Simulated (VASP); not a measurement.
Here is a VASP 6.6.1 calculation.

POSCAR

```
GaSb
1.0
    0.0000000000      2.9432436460      2.9432436460
    2.9432436460      0.0000000000      2.9432436460
    2.9432436460      2.9432436460      0.0000000000
Ga Sb
1 1
Direct
    0.0000000000      0.0000000000      0.0000000000
    0.2500000000      0.2500000000      0.2500000000
```

The input INCAR.step1:

```
SYSTEM = GaSb
PREC = Accurate
ENCUT = 520
ISMEAR = 0
SIGMA = 0.01
LREAL = .False.
LASPH = .True.
NELM = 80
NBANDS = 16
GGA = PE
ALGO = Normal
EDIFF = 1E-4
LWAVE = .True.
LCHARG = .False.
```

The input INCAR.step2:

```
SYSTEM = GaSb
PREC = Accurate
ENCUT = 520
EDIFF = 1E-6
ISMEAR = 0
SIGMA = 0.01
LREAL = .False.
LASPH = .True.
NELM = 80
ALGO = Normal
ISIF = 2
LWAVE = .False.
LCHARG = .False.
METAGGA = R2SCAN
LMIXTAU = .True.
NBANDS = 16
ISTART = 1
```

KPOINTS

```
Automatic mesh
0
Gamma
  8 8 8
  0 0 0
```

Potentials or basis: VASP PAW PBE potentials, release 64 (Ga_d, Sb).

The run is started by

```bash
$ cat potpaw_PBE.64/Ga_d/POTCAR potpaw_PBE.64/Sb/POTCAR > POTCAR
$ cp INCAR.step1 INCAR
$ mpirun -np 1 vasp_std > vasp.out
$ cp INCAR.step2 INCAR
$ mpirun -np 1 vasp_std > vasp.out
```

(1) Estimate the pressure.

(2) Predict the band gap on the k mesh.

Answers

(1) 8.9 GPa.

(2) 0.91 eV, indirect (least direct gap 1.36 eV).

Caveat: the cell differs from its parent crystal (strain -4.0%); the PAW data sets were made with another functional, which shifts forces and pressure a little; spin-orbit coupling is left out, which moves the levels of the heavy elements.
